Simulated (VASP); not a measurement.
Write the native input for VASP 6.6.1 that does the following.

```yaml
Task: single point
Functional: PBEsol
Potentials_or_basis: VASP PAW PBE potentials, release 64 (Ba_sv, Ti_sv, O)
Cutoff: 520 eV
k_mesh: 6 × 6 × 6
Occupations: fermi-dirac, width 0.02 eV
Spin: no spin polarisation
Dipole_correction: no
Further_INCAR_settings: ALGO = Normal; EDIFF = 1e-06; NBANDS = 28
```

The structure of BaTiO3 lies in POSCAR:

```
BaTiO3
1.0
    3.9496487782      0.0000000000      0.0000000000
    0.0000000000      2.8283135886      2.8393178578
    0.0000000000     -2.8283135886      2.8393178578
Ba Ti O
1 1 3
Direct
    0.0000000000      0.0036852766      0.0036852766
    0.5000000000      0.5165361125      0.5165361125
    0.5000000000      0.9813991695      0.4903055006
    0.5000000000      0.4903055006      0.9813991695
    0.0000000000      0.4879739408      0.4879739408
```

The input as run:

INCAR

```
ALGO     = Normal         # electronic algorithm
EDIFF    = 1E-6           # SCF threshold, eV
ENCUT    = 520            # plane-wave cutoff, eV
GGA      = PS             # functional
ISIF     = 2              # what is computed and relaxed
ISMEAR   = -1             # smearing method
LASPH    = True           # aspherical terms in the spheres
LCHARG   = False          # write CHGCAR
LREAL    = False          # projectors in reciprocal space
LWAVE    = False          # write WAVECAR
NBANDS   = 28             # bands
NELM     = 80             # most SCF steps
PREC     = Accurate       # precision mode
SIGMA    = 0.02           # smearing width, eV
```

KPOINTS

```
k-points
0
Gamma
  6 6 6
```

Potentials or basis: VASP PAW PBE potentials, release 64 (Ba_sv, Ti_sv, O).

Run with:

```sh
$ cat potpaw_PBE.64/Ba_sv/POTCAR potpaw_PBE.64/Ti_sv/POTCAR potpaw_PBE.64/O/POTCAR > POTCAR
$ mpirun -np 1 vasp_std > vasp.out
```

It gave:

* Pressure: 1.9 GPa
* Largest force: 0.057 eV/Å
* Band gap on the k mesh: 2.09 eV, indirect (least direct gap 2.44 eV)

Caveat: the PAW data sets were made with another functional, which shifts forces and pressure a little; spin-orbit coupling is left out, which moves the levels of the heavy elements.

Wall time 57 s on 1 thread of Intel(R) Xeon(R) Platinum 8488C (Sapphire Rapids), on a shared host, peak memory 0.23 GiB.
